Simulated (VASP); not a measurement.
# Au (Im-3m) in VASP: notebook, part 2 of 2

VASP 6.6.1.

## Step 3: Relaxation of cell and atoms, PBEsol

This run uses another cell than the first one, of 18.21 Å³/atom, 1.069 times its volume.

Input file INCAR:

```
SYSTEM = Au
PREC = Accurate ; ENCUT = 600
EDIFF = 1E-6 ; ISMEAR = 0
SIGMA = 0.1 ; LREAL = .False.
LASPH = .True. ; NELM = 100
ALGO = Normal ; ISIF = 3
LWAVE = .False. ; LCHARG = .False.
GGA = PS ; IBRION = 2
NSW = 90 ; EDIFFG = -0.04
```

Input file KPOINTS:

```
regular mesh
0
Gamma
  8 8 8
  0 0 0
```

Input file POSCAR:

```
Au
1.0
   -1.6572690000      1.6572690000      1.6572690000
    1.6572690000     -1.6572690000      1.6572690000
    1.6572690000      1.6572690000     -1.6572690000
Au
1
Direct
    0.0000000000      0.0000000000      0.0000000000
```

Potentials or basis: VASP PAW PBE potentials, release 64 (Au).

Run with:

```sh
$ cat potpaw_PBE.64/Au/POTCAR > POTCAR
$ mpirun -np 1 vasp_std > vasp.out
```

OUTCAR:

```text
SYSTEM = Au
   PREC = Accurate
   ENCUT = 600
   EDIFF = 1E-6
   ISMEAR = 0
   LREAL = .False.
   LASPH = .True.
   NELM = 100
   ISIF = 3
   GGA = PS
   IBRION = 2
   NSW = 90
   EDIFFG = -0.04

 ion  position               nearest neighbor table
   1  0.000  0.000  0.000-

  LATTYP: Found a body centered cubic cell.
 ALAT       =     3.3145380000

  Lattice vectors:

 A1 = (  -1.6572690000,   1.6572690000,   1.6572690000)
 A2 = (   1.6572690000,  -1.6572690000,   1.6572690000)
 A3 = (   1.6572690000,   1.6572690000,  -1.6572690000)

Analysis of symmetry for initial positions (statically):
=====================================================================
 Subroutine PRICEL returns:
 Original cell was already a primitive cell.

 Routine SETGRP: Setting up the symmetry group for a
 body centered cubic supercell.

 Subroutine GETGRP returns: Found 48 space group operations
 (whereof 48 operations were pure point group operations)
 out of a pool of 48 trial point group operations.

The static configuration has the point symmetry O_h .

Analysis of symmetry for dynamics (positions and initial velocities):
=====================================================================
 Subroutine PRICEL returns:
 Original cell was already a primitive cell.

 Routine SETGRP: Setting up the symmetry group for a
 body centered cubic supercell.

 Subroutine GETGRP returns: Found 48 space group operations
 (whereof 48 operations were pure point group operations)
 out of a pool of 48 trial point group operations.

The dynamic configuration has the point symmetry O_h .

 Subroutine INISYM returns: Found 48 space group operations
 (whereof 48 operations are pure point group operations),
 and found     1 'primitive' translations

----------------------------------------------------------------------------------------

                                     Primitive cell

  volume of cell :      18.2070

  direct lattice vectors                    reciprocal lattice vectors
    -1.657269000  1.657269000  1.657269000     0.000000000  0.301701172  0.301701172
     1.657269000 -1.657269000  1.657269000     0.301701172  0.000000000  0.301701172
     1.657269000  1.657269000 -1.657269000     0.301701172  0.301701172  0.000000000

  length of vectors
     2.870474110  2.870474110  2.870474110     0.426669890  0.426669890  0.426669890

  position of ions in fractional coordinates (direct lattice)
     0.000000000  0.000000000  0.000000000

  ion indices of the primitive-cell ions
   primitive index   ion index
                 1           1

----------------------------------------------------------------------------------------

 KPOINTS: regular mesh

Automatic generation of k-mesh.
 Grid dimensions read from file:
 generate k-points for:    8    8    8

 Generating k-lattice:

  Cartesian coordinates                     Fractional coordinates (reciprocal lattice)
     0.000000000  0.037712647  0.037712647     0.125000000  0.000000000  0.000000000
     0.037712647  0.000000000  0.037712647     0.000000000  0.125000000  0.000000000
     0.037712647  0.037712647  0.000000000     0.000000000  0.000000000  0.125000000

  Length of vectors
     0.053333736  0.053333736  0.053333736

  Shift w.r.t. Gamma in fractional coordinates (k-lattice)
     0.000000000  0.000000000  0.000000000

 Subroutine IBZKPT returns following result:
 ===========================================

 Found     29 irreducible k-points:

 Following reciprocal coordinates:
            Coordinates               Weight
  0.000000  0.000000  0.000000      1.000000
  0.125000  0.000000  0.000000     12.000000
  0.250000  0.000000  0.000000     12.000000
  0.375000  0.000000  0.000000     12.000000
  0.500000  0.000000  0.000000      6.000000
  0.125000  0.125000  0.000000     24.000000
[... 16 lines left out ...]
 -0.250000  0.250000  0.250000      6.000000
 -0.375000  0.375000  0.250000     24.000000
 [... further k-points ...]
   k-points           NKPTS =     29   k-points in BZ     NKDIM =     29   number of bands    NBANDS=      9
   number of dos      NEDOS =    301   number of ions     NIONS =      1
   total plane-waves  NPLWV =  13824
   dimension x,y,z NGX =    24 NGY =   24 NGZ =   24
   dimension x,y,z NGXF=    48 NGYF=   48 NGZF=   48
   ions per type =               1
   NGX,Y,Z   is equivalent  to a cutoff of  13.90, 13.90, 13.90 a.u.
   NGXF,Y,Z  is equivalent  to a cutoff of  27.80, 27.80, 27.80 a.u.
 SYSTEM =  Au
   PREC   = accura    normal or accurate (medium, high low for compatibility)
   ISTART =      0    job   : 0-new  1-cont  2-samecut
   ICHARG =      2    charge: 1-file 2-atom 10-const
   ISPIN  =      1    spin polarized calculation?
   LNONCOLLINEAR =      F non collinear calculations
   LSORBIT =      F    spin-orbit coupling
   LASPH  =      T    aspherical Exc in radial PAW
   ENCUT  =  600.0 eV  44.10 Ry    6.64 a.u.   5.73  5.73  5.73*2*pi/ulx,y,z
   NELM   =    100;   NELMIN=  2; NELMDL= -5     # of ELM steps
   EDIFF  = 0.1E-05   stopping-criterion for ELM
   LREAL  =      F    real-space projection
   EDIFFG = -.4E-01   stopping-criterion for IOM
   NSW    =     90    number of steps for IOM
   IBRION =      2    ionic relax: 0-MD 1-quasi-New 2-CG
   NFREE  =      1    steps in history (QN), initial steepest desc. (CG)
   ISIF   =      3    stress and relaxation
   ISYM   =      2    0-nonsym 1-usesym 2-fastsym
   POTIM  = 0.5000    time-step for ionic-motion
   TEBEG  =    0.0;   TEEND  =   0.0 temperature during run
   PSTRESS=    0.0 pullay stress
   NELECT =      11.0000    total number of electrons
   NUPDOWN=      -1.0000    fix difference up-down
   EMIN   =  10.00;   EMAX   =-10.00  energy-range for DOS
   EFERMI =   0.00;   METHOD = LEGACY
   ISMEAR =     0;   SIGMA  =   0.10  broadening in eV -4-tet -1-fermi 0-gaus
   EFERMI_NEDOS =   21; number of points for ismear=-14 and -15
   IALGO  =     38    algorithm
   IMIX   =      4    mixing-type and parameters
     AMIX     =   0.40;   BMIX     =  1.00
     AMIX_MAG =   1.60;   BMIX_MAG =  1.00
  volume/ion in A,a.u.               =      18.21       122.87
  Fermi-wavevector in a.u.,A,eV,Ry     =   1.383968  2.615320 26.060157  1.915367
  Thomas-Fermi vector in A             =   2.508516
   LORBIT       =      0    0 simple, 1 ext, 2 COOP (PROOUT), +10 PAW based schemes
   GGA     = PS    functional components
   LHFCALC =     F    Hartree Fock is set to
   AEXX    =    0.0000 exact exchange contribution
   IVDW    =     0    specifies the selected vdW correction
   LEPSILON=     F    determine dielectric tensor
   LRPA    =     F    only Hartree local field effects (RPA)
 conjugate gradient relaxation of ions
 non-spin polarized calculation
 Gauss-broadening in eV      SIGMA  =   0.10
  energy-cutoff  :      600.00
  volume of cell :       18.21
 maximum number of plane-waves:       622
   NGX = 11   NGY = 11   NGZ = 11

--------------------------------------- Ionic step        1  -------------------------------------------

 number of electron      10.9999998 magnetization

 Free energy of the ion-electron system (eV)
  ---------------------------------------------------
  ext. energy  EPLUGINS =         0.00000000
  ---------------------------------------------------
  free energy    TOTEN  =        -3.82827167 eV

  energy without entropy =       -3.82108332  energy(sigma->0) =       -3.82467750

------------------------ aborting loop because EDIFF is reached ----------------------------------------

  FORCE on cell =-STRESS in cart. coord.  units (eV):
  Direction    XX          YY          ZZ          XY          YZ          ZX
  --------------------------------------------------------------------------------------
  -------------------------------------------------------------------------------------
  Total       -1.0859040     -1.0859040     -1.0859040     -0.0000000      0.0000000     -0.0000000
  in kB      -95.5571052    -95.5571052    -95.5571052     -0.0000000      0.0000000     -0.0000000
  external PRESSURE =     -95.5571052 kB  Pullay stress =       0.0000000 kB
[... 22 lines left out ...]
--------------------------------------- Ionic step        2  -------------------------------------------

 number of electron      11.0000002 magnetization

 E-fermi :  11.2164     XC(G=0): -13.4610

 val. band max:       11.2134990341   @ k =   0.3750   0.1250   0.0000
 cond. band min:      11.3828325508   @ k =   0.2500   0.1250   0.1250
 fundamental gap:      0.1693335167
 Fermi energy:        11.2163697642

 k-point     1 :       0.0000    0.0000    0.0000
  band No.  band energies     occupation
      1      -0.0102      2.00000
      2       5.5056      2.00000
      3       5.5056      2.00000
      4       5.5056      2.00000
      5       7.7788      2.00000
      6       7.7788      2.00000
      7      27.4263      0.00000
      8      27.4263      0.00000
      9      27.4263      0.00000
[... 310 lines left out ...]
--------------------------------------- Ionic step        3  -------------------------------------------

 number of electron      11.0000001 magnetization

 Free energy of the ion-electron system (eV)
  ---------------------------------------------------
  ext. energy  EPLUGINS =         0.00000000
  ---------------------------------------------------
  free energy    TOTEN  =        -3.86687289 eV

  energy without entropy =       -3.85988464  energy(sigma->0) =       -3.86337876

 E-fermi :   9.4900     XC(G=0): -12.8922

 val. band max:        9.1115473583   @ k =  -0.3750   0.3750   0.2500
 cond. band min:       9.5030774179   @ k =   0.3750   0.1250   0.0000
 fundamental gap:      0.3915300596
 Fermi energy:         9.4900301768

 k-point     1 :       0.0000    0.0000    0.0000
  band No.  band energies     occupation
      1      -0.6298      2.00000
      2       4.3984      2.00000
      3       4.3984      2.00000
      4       4.3984      2.00000
      5       6.3535      2.00000
      6       6.3535      2.00000
      7      25.7855      0.00000
      8      25.7855      0.00000
      9      25.7855      0.00000
[... 304 lines left out ...]
  FREE ENERGIE OF THE ION-ELECTRON SYSTEM (eV)
  ---------------------------------------------------
  free  energy   TOTEN  =        -3.8668728873 eV

  energy  without entropy=       -3.8598846401  energy(sigma->0) =       -3.86337876

 reached required accuracy - stopping structural energy minimisation
```

CONTCAR:

```text
Au
   1.00000000000000
    -1.6209857002704982    1.6209857002704982    1.6209857002704982
     1.6209857002704982   -1.6209857002704982    1.6209857002704982
     1.6209857002704982    1.6209857002704982   -1.6209857002704982
  Au
     1
Direct
     0.0000000000000000    0.0000000000000000    0.0000000000000000

  0.00000000E+00  0.00000000E+00  0.00000000E+00
```

Run time: 7.2 s. Hardware: 1 thread of Intel Xeon Platinum 8488C (Sapphire Rapids), shared host; peak memory 0.15 GiB.

What came out:

```yaml
Free_energy: -3.8669 eV
Relaxed_volume: 17.04 Å³/atom
Relaxed_cell: a = 2.808 Å, b = 2.808 Å, c = 2.808 Å, α = 109.47°, β = 109.47°, γ = 109.47°
Space_group_after_relaxing_to_0.05_Å: Im-3m (No. 229)
Energy_gained_by_relaxing: 38.6 meV/atom
Ionic_steps: 3
Pressure_after_relaxing: -0.3 GPa
```

Step by step:
| step | energy change (eV) | largest force (eV/Å) | pressure (GPa) | volume (Å³) |
| --- | --- | --- | --- | --- |
| 1 | 0.0000 | 0.0000 | -9.56 | 18.21 |
| 2 | 0.0518 | 0.0000 | 21.27 | 15.49 |
| 3 | -0.0386 | 0.0000 | -0.28 | 17.04 |

Final structure:
```yaml
crystal:
  lattice:
    - [-1.62099, 1.62099, 1.62099]
    - [1.62099, -1.62099, 1.62099]
    - [1.62099, 1.62099, -1.62099]
  atoms:
    - { symbol: Au, position: [0.00000, 0.00000, 0.00000] }
```

Levels at points of the mesh, in eV from the Fermi level:
| k point | band 1 | band 2 | band 3 | band 4 | band 5 | band 6 | band 7 | band 8 | band 9 |
| --- | --- | --- | --- | --- | --- | --- | --- | --- | --- |
| (0.00, 0.00, 0.00) | -10.12 | -5.09 | -5.09 | -5.09 | -3.14 | -3.14 | 16.30 | 16.30 | 16.30 |
| (0.50, 0.00, 0.00) | -7.49 | -6.19 | -3.29 | -2.93 | -1.59 | -0.90 | 3.34 | 12.15 | 13.68 |
| (0.50, 0.50, 0.50) | -7.06 | -7.06 | -1.98 | -1.98 | -1.98 | 6.05 | 6.05 | 6.05 | 9.49 |

Caveat: the PAW data sets were made with another functional, which shifts forces and pressure a little; spin-orbit coupling is left out, which moves the levels of the heavy elements.
